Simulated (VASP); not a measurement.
Write the native input for VASP 6.6.1 that does the following.

- Task: single point
- Functional: PBE
- Potentials or basis: VASP PAW PBE potentials, release 64 (Cd, O)
- Cutoff: 600 eV
- k mesh: 7 × 7 × 7
- Occupations: fermi-dirac, width 0.1 eV
- Spin: no spin polarisation
- Dipole correction: no
- Further INCAR settings: ALGO = Normal; EDIFF = 1e-06; NBANDS = 16

The structure of CdO (Monteponite) lies in POSCAR:

```
CdO
1.0
    0.0000000000      2.3880232403      2.3880232403
    2.3880232403      0.0000000000      2.3880232403
    2.3880232403      2.3880232403      0.0000000000
Cd O
1 1
Direct
    0.0000000000      0.0000000000      0.0000000000
    0.5000000000      0.5000000000      0.5000000000
```

These files were run (other wordings do the same):

INCAR

```
SYSTEM = CdO
PREC = Accurate ; ENCUT = 600
EDIFF = 1E-6 ; ISMEAR = -1
SIGMA = 0.1 ; LREAL = .FALSE.
LASPH = .TRUE. ; NELM = 120
ALGO = Normal ; ISIF = 2
LWAVE = .FALSE. ; LCHARG = .FALSE.
GGA = PE ; NBANDS = 16
GGA_COMPAT = .FALSE.
```

KPOINTS

```
Automatic mesh
0
G
  7 7 7
  0 0 0
```

Potentials or basis: VASP PAW PBE potentials, release 64 (Cd, O).

Launch:

```sh
$ cat potpaw_PBE.64/Cd/POTCAR potpaw_PBE.64/O/POTCAR > POTCAR
$ mpirun -np 1 vasp_std > vasp.out
```

Results of the run:

```yaml
Pressure: 0.3 GPa
Band_gap_on_the_k_mesh: zero (band 9 reaches 1.53 eV, above the bottom of band 10 at 1.07 eV)
```

It took 6.5 s on 1 thread of Intel(R) Xeon(R) 6975P-C (Granite Rapids) (shared host), peak memory 0.15 GiB.
